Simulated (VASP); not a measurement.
GaF: single point with PBE

GaF:

```
CELL_PARAMETERS angstrom
0.00000 3.36387 0.00000
3.36387 0.00000 0.00000
1.68193 1.68193 -2.72740
ATOMIC_POSITIONS crystal
Ga 0.00000 0.00000 0.00000
F 0.50000 0.50000 0.00000
```

```json
{"Program": "VASP 6.6.1", "Task": "single point", "Functional": "PBE", "Potentials or basis": "VASP PAW PBE potentials, release 64 (Ga_d, F)", "Cutoff": "520 eV", "k mesh": "12 × 12 × 12", "Occupations": "fermi-dirac, width 0.1 eV", "Spin": "no spin polarisation", "Dipole correction": "no", "k mesh for the DOS": "18 × 18 × 18", "Occupations for the DOS": "tetrahedron", "Further INCAR settings": "ALGO = Normal; EDIFF = 1e-06"}
```

* Valence electrons inside the program's atomic spheres: Ga 11.42; F 6.05

Levels at points of the mesh, in eV from the valence-band top:
| k point | band 6 | band 7 | band 8 | band 9 | band 10 | band 11 | band 12 | band 13 | band 14 |
| --- | --- | --- | --- | --- | --- | --- | --- | --- | --- |
| (0.00, 0.00, 0.00) | -14.14 | -5.70 | -5.00 | -5.00 | -4.60 | 7.75 | 9.79 | 9.79 | 11.62 |
| (0.50, 0.00, 0.00) | -14.13 | -7.62 | -4.79 | -4.75 | 0.00 | 0.57 | 5.55 | 7.19 | 10.81 |
| (0.50, 0.50, 0.00) | -14.08 | -6.64 | -5.84 | -5.04 | -2.39 | 3.81 | 5.62 | 6.70 | 6.81 |
| (0.00, 0.00, 0.50) | -14.13 | -6.40 | -5.34 | -5.34 | -2.93 | 2.28 | 7.55 | 7.55 | 7.85 |

It took 5.5 min on 1 thread of Intel Xeon 8259CL, on a shared host, peak memory 0.33 GiB.
